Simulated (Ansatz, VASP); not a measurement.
One calculation of Li2YZnC6N6, two programs

```xyz
16
Lattice="0.0000 5.7523 5.7523 5.7523 0.0000 5.7523 5.7523 5.7523 0.0000" Properties=species:S:1:pos:R:3 pbc="T T T"
Li    2.8761    2.8761    2.8761
Li    8.6284    8.6284    8.6284
Y     5.7523    5.7523    5.7523
Zn    0.0000    0.0000    0.0000
C     2.2221    5.7523    5.7523
C     5.7523    2.2221    5.7523
C     5.7523    5.7523    2.2221
C     9.2825    5.7523    5.7523
C     5.7523    9.2825    5.7523
C     5.7523    5.7523    9.2825
N     3.3966    5.7523    5.7523
N     5.7523    3.3966    5.7523
N     5.7523    5.7523    3.3966
N     8.1080    5.7523    5.7523
N     5.7523    8.1080    5.7523
N     5.7523    5.7523    8.1080
```

Alike in both runs: functional PBE; k mesh 6 × 6 × 6; occupations gaussian, width 0.1 eV; no spin polarisation.

Ansatz relaxed the structure, and its values are those at the end. VASP's run is a single point on that final structure, the one shown.

|  | VASP | Ansatz |
| --- | --- | --- |
| version | VASP 6.6.1 | Ansatz 0.2.0 |
| potentials or method | VASP PAW PBE potentials, release 64 (Li_sv, Y_sv, Zn, C, N), cutoff 520 eV | scalar-relativistic, plane waves, PAW |
| valence electrons in the cell | 83 | 83 |

Ansatz gave:

```
gap on the k mesh at the Fermi level (eV) : none
rms of the force components (eV/Å)        : 0.003
```

Task: Which values does VASP return?

Result: gap on the k mesh at the Fermi level (eV): none; rms of the force components (eV/Å): 0.191.

A gap of «none» marks a metal or a gap that the smearing closes. One of these differences is far larger than is usual between the two programs; its cause wasn't traced.

Noted on VASP's run: the cutoff is under 1.25 times that of the potentials, so the pressure is a little rough; the standard files for N, O and F lose accuracy on very short bonds.
